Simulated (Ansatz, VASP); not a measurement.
## SiNi in VASP and in Ansatz

INCAR

```
PREC = Accurate ; ENCUT = 520
EDIFF = 1E-6 ; ISMEAR = -1
SIGMA = 0.1 ; LREAL = F
LASPH = T ; NELM = 60
ALGO = Normal ; ISIF = 2
LWAVE = F ; LCHARG = F
GGA = PE ; NBANDS = 14
```

File KPOINTS:

```
Automatic mesh
0
Gamma
  15 15 15
```

Contents of POSCAR:

```
SiNi
1.0
    2.3258298499      0.0000000000      0.0000000000
    0.0000000000      2.3258298499      0.0000000000
    0.0000000000      0.0000000000      2.3258298499
Ni Si
1 1
Direct
    0.0000000000      0.0000000000      0.0000000000
    0.5000000000      0.5000000000      0.5000000000
```

Input for Ansatz:

```yaml
crystal:
  lattice:
    - [2.3258298499, 0.0, 0.0]
    - [0.0, 2.3258298499, 0.0]
    - [0.0, 0.0, 2.3258298499]
  atoms:
    - { symbol: Ni, position: [0.0, 0.0, 0.0] }
    - { symbol: Si, position: [0.5, 0.5, 0.5] }
kpoints:
  mp_grid: { grid: [15, 15, 15] }
scf:
  occupations: { method: fermi_dirac, width: 0.1 }
hamiltonian:
  xc: pbe
  pseudopotentials: { kind: all_electron, datasets: crystal }
output:
  forces: true
  stress: true
  eigenvalues: true
```

Change from the starting cell: volume scaled by 0.55, crystal datasets.

Alike in both runs: task single point; functional PBE; k mesh 15 × 15 × 15; occupations fermi-dirac, width 0.1 eV; no spin polarisation.

|  | VASP | Ansatz |
| --- | --- | --- |
| version | VASP 6.6.1 | Ansatz 0.2.0 |
| potentials or method | VASP PAW PBE potentials, release 64 (Ni, Si), cutoff 520 eV | all-electron PAW with datasets made for the crystal, scalar-relativistic |

|  | VASP | Ansatz | Ansatz less VASP |
| --- | --- | --- | --- |
| pressure (GPa) | 415.5 | 411.6 | -3.97 |

Both programs put the cell under a high pressure, so it lies far from rest at this level. Ansatz ran all-electron here, and VASP with PAW potentials.

Noted on VASP's run: the cell as given lies far from equilibrium.
